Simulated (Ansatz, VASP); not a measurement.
**Si16C in VASP and in Ansatz**

```
Si C
1.0
     0.00000    5.43000    5.43000
     5.43000    0.00000    5.43000
     5.43000    5.43000    0.00000
Si C
16 1
Direct
  0.97344 0.04513 0.98355
  0.16159 0.06918 0.20082
  0.98215 0.98177 0.55460
  0.12339 0.13933 0.61783
  0.97301 0.49800 0.98359
  0.09716 0.64692 0.10876
  0.98979 0.51343 0.48290
  0.12271 0.61985 0.61774
  0.50936 0.99825 0.99408
  0.60665 0.14218 0.11917
  0.49658 0.00478 0.49234
  0.61285 0.13346 0.62037
  0.47165 0.51603 0.99584
  0.60611 0.63209 0.11922
  0.49595 0.50650 0.49231
  0.61525 0.63119 0.62192
  0.97890 0.22915 0.06275
```

Alike in both runs: functional r2SCAN; dispersion D3(BJ); k mesh 2 × 2 × 2; occupations fermi-dirac, width 0.02 eV; collinear spin.

Ansatz relaxed the structure, and its values are those at the end. VASP's run is a single point on that final structure, the one shown.

|  | VASP | Ansatz |
| --- | --- | --- |
| version | VASP 6.6.1 | Ansatz 0.2.0 |
| potentials or method | VASP PAW PBE potentials, release 64 (Si, C), cutoff 520 eV | scalar-relativistic, plane waves, PAW |
| valence electrons in the cell | 68 | 68 |

VASP gave:

```
rms of the force components (eV/Å) : 0.008
net moment per atom (μB)           : 0.00
```

Which values does Ansatz return?

rms of the force components (eV/Å): 0.006; net moment per atom (μB): 0.00.

VASP's potentials were made for PBE, not for r2SCAN. Ansatz's warnings: dispersion damping borrowed, filled band counts differ across k points, seeded moment not kept.

The k mesh is coarse, so the values compare programs but aren't converged.
